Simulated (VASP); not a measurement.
# Nb3C2 (P-6m2) in VASP: notebook

Runs on Nb3C2. Level: PBE. Tasks: single point.

Program: VASP 6.6.1. These are calculated values, not measurements. Logs are shortened: lines on timing, memory, paths and dates and some standing lists are left out, and cuts for length are marked.

## (1) The cell of the first run

The structure is hexagonal, space group P-6m2 (No. 187). Conventional cell: a = 2.769 Å, b = 2.769 Å, c = 9.957 Å, α = 90.00°, β = 90.00°, γ = 120.00°. Nb (site symmetry 3m) has 4 C at 2.26 to 2.77 Å and 7 Nb at 2.72 to 2.77 Å within 3.0 Å. Nb (site symmetry -6m2) has 8 Nb at 2.72 to 2.77 Å within 3.6 Å. Within 2.1 Å of C (site symmetry -6m2) lie 3 C at 1.60 Å. Within 2.1 Å of C (site symmetry -6m2) lie 3 C at 1.60 Å.

## (2) Single point, PBE, collinear spin, ferromagnetic start

File INCAR:

```
PREC = Accurate ; ENCUT = 520
EDIFF = 1E-7 ; ISMEAR = 0
SIGMA = 0.1 ; LREAL = F
LASPH = T ; NELM = 150
ALGO = Normal ; ISIF = 2
LWAVE = F ; LCHARG = T
ISPIN = 2 ; MAGMOM = 1 1 1 0 0
LORBIT = 11 ; LMAXMIX = 4
GGA = PE ; LELF = T
LVHAR = T ; NBANDS = 36
```

File KPOINTS:

```
Automatic mesh
0
Gamma
  6 6 2
```

File POSCAR:

```
Nb3C2
1.0
    2.7688916884      0.0000000000      0.0000000000
   -1.3844458442      2.3979305425      0.0000000000
    0.0000000000      0.0000000000      9.9569790440
Nb C
3 2
Direct
    0.6666666667      0.3333333333      0.2267149135
    0.6666666667      0.3333333333      0.7732850865
    0.6666666667      0.3333333333      0.5000000000
    0.6666666667      0.3333333333      0.0000000000
    0.0000000000      0.0000000000      0.0000000000
```

Potentials or basis: VASP PAW PBE potentials, release 64 (Nb_sv, C).

Started as:

```console
> cat potpaw_PBE.64/Nb_sv/POTCAR potpaw_PBE.64/C/POTCAR > POTCAR
> mpirun -np 1 vasp_std > vasp.out
```

OUTCAR:

```text
PREC = Accurate
   ENCUT = 520
   EDIFF = 1E-7
   ISMEAR = 0
   LREAL = F
   LASPH = T
   NELM = 150
   ISIF = 2
   ISPIN = 2
   LORBIT = 11
   GGA = PE

 ion  position               nearest neighbor table
   1  0.667  0.333  0.227-   4 2.26   3 2.72
   2  0.667  0.333  0.773-   4 2.26   3 2.72
   3  0.667  0.333  0.500-   1 2.72   2 2.72
   4  0.667  0.333  0.000-   5 1.60   5 1.60   5 1.60   1 2.26   2 2.26
   5  0.000  0.000  0.000-   4 1.60   4 1.60   4 1.60

  LATTYP: Found a hexagonal cell.
 ALAT       =     2.7688916884
 C/A-ratio  =     3.5960160832

  Lattice vectors:

 A1 = (   2.7688916884,   0.0000000000,   0.0000000000)
 A2 = (  -1.3844458442,   2.3979305425,   0.0000000000)
 A3 = (   0.0000000000,   0.0000000000,   9.9569790440)

Analysis of symmetry for initial positions (statically):
=====================================================================
 Subroutine PRICEL returns:
 Original cell was already a primitive cell.

 Routine SETGRP: Setting up the symmetry group for a
 hexagonal supercell.

 Subroutine GETGRP returns: Found 12 space group operations
 (whereof 12 operations were pure point group operations)
 out of a pool of 24 trial point group operations.

The static configuration has the point symmetry D_3h.

Analysis of symmetry for dynamics (positions and initial velocities):
=====================================================================
 Subroutine PRICEL returns:
 Original cell was already a primitive cell.

 Routine SETGRP: Setting up the symmetry group for a
 hexagonal supercell.

 Subroutine GETGRP returns: Found 12 space group operations
 (whereof 12 operations were pure point group operations)
 out of a pool of 24 trial point group operations.

The dynamic configuration has the point symmetry D_3h.

Analysis of structural, dynamic, and magnetic symmetry:
=====================================================================
 Subroutine PRICEL returns:
 Original cell was already a primitive cell.

 Routine SETGRP: Setting up the symmetry group for a
 hexagonal supercell.

 Subroutine GETGRP returns: Found 12 space group operations
 (whereof 12 operations were pure point group operations)
 out of a pool of 24 trial point group operations.

The overall configuration has the point symmetry D_3h.

 Subroutine INISYM returns: Found 12 space group operations
 (whereof 12 operations are pure point group operations),
 and found     1 'primitive' translations

----------------------------------------------------------------------------------------

                                     Primitive cell

  volume of cell :      66.1105

  direct lattice vectors                    reciprocal lattice vectors
     2.768891688  0.000000000  0.000000000     0.361155333  0.208513129  0.000000000
    -1.384445844  2.397930543  0.000000000     0.000000000  0.417026258  0.000000000
     0.000000000  0.000000000  9.956979044     0.000000000  0.000000000  0.100432068

  length of vectors
     2.768891688  2.768891688  9.956979044     0.417026258  0.417026258  0.100432068

  position of ions in fractional coordinates (direct lattice)
     0.666666667  0.333333333  0.226714913
     0.666666667  0.333333333  0.773285087
     0.666666667  0.333333333  0.500000000
     0.666666667  0.333333333  0.000000000
     0.000000000  0.000000000  0.000000000

  ion indices of the primitive-cell ions
   primitive index   ion index
                 1           1
                 2           2
                 3           3
                 4           4
                 5           5

----------------------------------------------------------------------------------------

 KPOINTS: Automatic mesh

Automatic generation of k-mesh.
 Grid dimensions read from file:
 generate k-points for:    6    6    2

[... 21 lines left out ...]
  0.166667 -0.000000  0.000000      6.000000
  0.333333 -0.000000  0.000000      6.000000
  0.500000 -0.000000  0.000000      3.000000
  0.166667  0.166667  0.000000      6.000000
  0.333333  0.166667  0.000000     12.000000
  0.333333  0.333333  0.000000      2.000000
  0.000000  0.000000  0.500000      1.000000
  0.166667 -0.000000  0.500000      6.000000
  0.333333 -0.000000  0.500000      6.000000
  0.500000 -0.000000  0.500000      3.000000
  0.166667  0.166667  0.500000      6.000000
  0.333333  0.166667  0.500000     12.000000
  0.333333  0.333333  0.500000      2.000000
   k-points           NKPTS =     14   k-points in BZ     NKDIM =     14   number of bands    NBANDS=     36
   number of dos      NEDOS =    301   number of ions     NIONS =      5
   total plane-waves  NPLWV =  46080
   dimension x,y,z NGX =    24 NGY =   24 NGZ =   80
   dimension x,y,z NGXF=    48 NGYF=   48 NGZF=  160
   ions per type =               3   2
   NGX,Y,Z   is equivalent  to a cutoff of  14.41, 14.41, 13.36 a.u.
   NGXF,Y,Z  is equivalent  to a cutoff of  28.82, 28.82, 26.71 a.u.
 SYSTEM =  unknown system
   PREC   = accura    normal or accurate (medium, high low for compatibility)
   ISTART =      0    job   : 0-new  1-cont  2-samecut
   ICHARG =      2    charge: 1-file 2-atom 10-const
   ISPIN  =      2    spin polarized calculation?
   LNONCOLLINEAR =      F non collinear calculations
   LSORBIT =      F    spin-orbit coupling
   LASPH  =      T    aspherical Exc in radial PAW
   ENCUT  =  520.0 eV  38.22 Ry    6.18 a.u.   5.15  5.15 18.51*2*pi/ulx,y,z
   NELM   =    150;   NELMIN=  2; NELMDL= -5     # of ELM steps
   EDIFF  = 0.1E-06   stopping-criterion for ELM
   LREAL  =      F    real-space projection
   EDIFFG = 0.1E-05   stopping-criterion for IOM
   NSW    =      0    number of steps for IOM
   IBRION =     -1    ionic relax: 0-MD 1-quasi-New 2-CG
   NFREE  =      0    steps in history (QN), initial steepest desc. (CG)
   ISIF   =      2    stress and relaxation
   ISYM   =      2    0-nonsym 1-usesym 2-fastsym
   POTIM  = 0.5000    time-step for ionic-motion
   TEBEG  =    0.0;   TEEND  =   0.0 temperature during run
   PSTRESS=    0.0 pullay stress
   NELECT =      47.0000    total number of electrons
   NUPDOWN=      -1.0000    fix difference up-down
   EMIN   =  10.00;   EMAX   =-10.00  energy-range for DOS
   EFERMI =   0.00;   METHOD = LEGACY
   ISMEAR =     0;   SIGMA  =   0.10  broadening in eV -4-tet -1-fermi 0-gaus
   EFERMI_NEDOS =   21; number of points for ismear=-14 and -15
   IALGO  =     38    algorithm
   IMIX   =      4    mixing-type and parameters
     AMIX     =   0.40;   BMIX     =  1.00
     AMIX_MAG =   1.60;   BMIX_MAG =  1.00
  volume/ion in A,a.u.               =      13.22        89.23
  Fermi-wavevector in a.u.,A,eV,Ry     =   1.461114  2.761105 29.046449  2.134854
  Thomas-Fermi vector in A             =   2.577484
   LORBIT       =     11    0 simple, 1 ext, 2 COOP (PROOUT), +10 PAW based schemes
   GGA     = PE    functional components
   LHFCALC =     F    Hartree Fock is set to
   AEXX    =    0.0000 exact exchange contribution
   IVDW    =     0    specifies the selected vdW correction
   LEPSILON=     F    determine dielectric tensor
   LRPA    =     F    only Hartree local field effects (RPA)
 spin polarized calculation
 Gauss-broadening in eV      SIGMA  =   0.10
  energy-cutoff  :      520.00
  volume of cell :       66.11
 maximum number of plane-waves:      1790
 NGX is ok and might be reduce to    24
   NGX = 11   NGY = 11   NGZ = 37

 number of electron      47.0000003 magnetization       0.1053322

 Free energy of the ion-electron system (eV)
  ---------------------------------------------------
  ext. energy  EPLUGINS =         0.00000000
  ---------------------------------------------------
  free energy    TOTEN  =       -45.26860580 eV

  energy without entropy =      -45.24194798  energy(sigma->0) =      -45.25527689

 E-fermi :  11.7231     XC(G=0): -12.5547

 val. band max:       11.7109594748   @ k =   0.3333   0.1667   0.5000
 cond. band min:      11.7255692532   @ k =   0.0000   0.0000   0.0000
 fundamental gap:      0.0146097785
 Fermi energy:        11.7230626871

 spin component 1

 k-point     1 :       0.0000    0.0000    0.0000
  band No.  band energies     occupation
      1     -43.4069      1.00000
      2     -43.3976      1.00000
      3     -42.9323      1.00000
      4     -20.0233      1.00000
      5     -19.7676      1.00000
      6     -18.8414      1.00000
[... 521 lines left out ...]
     34      19.4607      0.00000
     35      19.9081      0.00000
 Fermi energy:        11.7230626871

 spin component 2

 k-point     1 :       0.0000    0.0000    0.0000
  band No.  band energies     occupation
      1     -43.3988      1.00000
      2     -43.3901      1.00000
      3     -42.9030      1.00000
      4     -20.0028      1.00000
      5     -19.7577      1.00000
      6     -18.8067      1.00000
[... 521 lines left out ...]
     34      19.4745      0.00000
     35      19.9245      0.00000
 [bands above 35 left out]

------------------------ aborting loop because EDIFF is reached ----------------------------------------

  FORCE on cell =-STRESS in cart. coord.  units (eV):
  Direction    XX          YY          ZZ          XY          YZ          ZX
  --------------------------------------------------------------------------------------
  -------------------------------------------------------------------------------------
  Total        0.0501775      0.0501775     -0.1554617      0.0000000     -0.0000000      0.0000000
  in kB        1.2160443      1.2160443     -3.7675915      0.0000000     -0.0000000      0.0000000
  external PRESSURE =      -0.4451676 kB  Pullay stress =       0.0000000 kB

 VOLUME and BASIS-vectors are now :
 -----------------------------------------------------------------------------
  energy-cutoff  :      520.00
  volume of cell :       66.11
      direct lattice vectors                 reciprocal lattice vectors
     2.768891688  0.000000000  0.000000000     0.361155333  0.208513129  0.000000000
    -1.384445844  2.397930543  0.000000000     0.000000000  0.417026258  0.000000000
     0.000000000  0.000000000  9.956979044     0.000000000  0.000000000  0.100432068

 POSITION                                       TOTAL-FORCE (eV/Angst)
 -----------------------------------------------------------------------------------
      1.38445      0.79931      2.25740         0.000000     -0.000000     -0.036900
      1.38445      0.79931      7.69958         0.000000     -0.000000      0.036900
      1.38445      0.79931      4.97849        -0.000000      0.000000      0.000000
      1.38445      0.79931      0.00000        -0.000000      0.000000      0.000000
      0.00000      0.00000      0.00000         0.000000      0.000000      0.000000
 -----------------------------------------------------------------------------------
    total drift:                               -0.000001      0.000000      0.000000

  FREE ENERGIE OF THE ION-ELECTRON SYSTEM (eV)
  ---------------------------------------------------
  free  energy   TOTEN  =       -45.2686057956 eV

  energy  without entropy=      -45.2419479835  energy(sigma->0) =      -45.25527689

 total charge

# of ion       s       p       d       tot
------------------------------------------
    1        2.217   5.996   2.653  10.867
    2        2.217   5.996   2.653  10.867
    3        2.229   5.974   2.684  10.887
    4        0.801   1.613   0.000   2.413
    5        0.794   1.524   0.000   2.318
--------------------------------------------------
tot          8.258  21.103   7.990  37.352

 magnetization (x)

# of ion       s       p       d       tot
------------------------------------------
    1        0.000   0.002   0.009   0.011
    2        0.000   0.002   0.009   0.011
    3        0.002   0.001   0.045   0.048
    4        0.000   0.005   0.000   0.006
    5       -0.000  -0.001   0.000  -0.002
--------------------------------------------------
tot          0.002   0.009   0.064   0.075
```

Run time: 3.5 min. Hardware: 1 thread of Intel Xeon Platinum 8375C at 2.90GHz (Ice Lake), shared host; peak memory 0.25 GiB.

Results:

```yaml
Free_energy: -45.2686 eV
Pressure: 0.0 GPa
Largest_force: 0.037 eV/Å
Net_moment: 0.11 μB per cell
Site_moments: Nb +0.01, +0.05; C +0.01, -0.00 μB
Valence_electrons_inside_the_program's_atomic_spheres: Nb 10.87, 10.89; C 2.41, 2.32
```

Forces on the atoms (eV/Å):
```
Nb   0.000  0.000 -0.037
Nb   0.000  0.000  0.037
Nb   0.000  0.000  0.000
C    0.000  0.000  0.000
C    0.000  0.000  0.000
```

Levels at points of the mesh, in eV from the Fermi level:
Spin up:
```
           k point  band 20  band 21  band 22  band 23  band 24  band 25  band 26  band 27  band 28  band 29
(0.00, 0.00, 0.00)    -2.86    -1.19     0.00     0.00     0.13     0.13     0.65     0.65     2.53     2.53
(0.50, 0.00, 0.00)    -3.31    -2.63    -2.37    -1.12     1.09     1.72     1.89     2.32     2.97     3.45
(0.00, 0.00, 0.50)    -2.61    -1.52     0.03     0.03     0.09     0.09     0.66     0.66     2.55     2.55
(0.50, 0.00, 0.50)    -3.94    -3.25    -0.73     0.03     0.13     0.89     1.33     1.85     2.81     3.76
```
Spin down:
```csv
k point,band 19,band 20,band 21,band 22,band 23,band 24,band 25,band 26,band 27,band 28
"(0.00, 0.00, 0.00)",-4.00,-2.80,-1.16,0.01,0.01,0.14,0.14,0.68,0.68,2.55
"(0.50, 0.00, 0.00)",-3.85,-3.29,-2.61,-2.36,-1.05,1.12,1.73,1.90,2.34,2.99
"(0.00, 0.00, 0.50)",-3.95,-2.54,-1.49,0.04,0.04,0.10,0.10,0.69,0.69,2.56
"(0.50, 0.00, 0.50)",-4.05,-3.93,-3.23,-0.70,0.04,0.19,0.90,1.35,1.86,2.82
```

Caveat: the k points lie up to 0.44 Å⁻¹ apart.

## (3) Single point, PBE

This run uses another cell than the first one, of 13.32 Å³/atom, 1.007 times its volume.

File INCAR:

```
SYSTEM = Nb3C2
  PREC = Accurate
  ENCUT = 520
  EDIFF = 1E-7
  ISMEAR = 0
  SIGMA = 0.1
  LREAL = .FALSE.
  LASPH = .TRUE.
  NELM = 60
  ALGO = Normal
  ISIF = 2
  LWAVE = .FALSE.
  LCHARG = .FALSE.
  GGA = PE
  NBANDS = 32
```

File KPOINTS:

```
Automatic mesh
0
G
  18 18 4
  0 0 0
```

File POSCAR:

```
Nb3C2
1.0
    2.7748230672      0.0000000000      0.0000000000
   -1.3874115336      2.4030672672      0.0000000000
    0.0000000000      0.0000000000      9.9866685032
Nb C
3 2
Direct
    0.6666666667      0.3333333333      0.2266140351
    0.6666666667      0.3333333333      0.7733859649
    0.6666666667      0.3333333333      0.5000000000
    0.6666666667      0.3333333333      0.0000000000
    0.0000000000      0.0000000000      0.0000000000
```

Potentials or basis: VASP PAW PBE potentials, release 64 (Nb_sv, C).

Started as:

```console
> cat potpaw_PBE.64/Nb_sv/POTCAR potpaw_PBE.64/C/POTCAR > POTCAR
> mpirun -np 1 vasp_std > vasp.out
```

Wall time 7 min (1 thread of Intel Xeon Platinum 8375C at 2.90GHz (Ice Lake), shared host); peak memory 0.32 GiB.

It converged, with:

```
Free energy : -45.2252 eV
Pressure    : -0.2 GPa
```

Forces in eV/Å, atoms in the order of the input:
```
Nb   0.000  0.000  0.003
Nb   0.000  0.000 -0.003
Nb   0.000  0.000  0.000
C    0.000  0.000  0.000
C    0.000  0.000  0.000
```

Stress tensor (GPa, compression positive):
```
-0.14  0.00  0.00
 0.00 -0.14  0.00
 0.00  0.00 -0.27
```

Levels at points of the mesh, in eV from the Fermi level:
```csv
k point,band 21,band 22,band 23,band 24,band 25,band 26
"(0.00, 0.00, 0.00)",-1.17,0.03,0.03,0.18,0.18,0.60
"(0.50, 0.00, 0.00)",-2.58,-2.31,-1.04,1.13,1.73,1.94
"(0.00, 0.00, 0.50)",-1.49,0.06,0.06,0.14,0.14,0.61
"(0.50, 0.00, 0.50)",-3.26,-0.69,0.05,0.18,0.94,1.35
```

(Continued in part 2 of 2.)
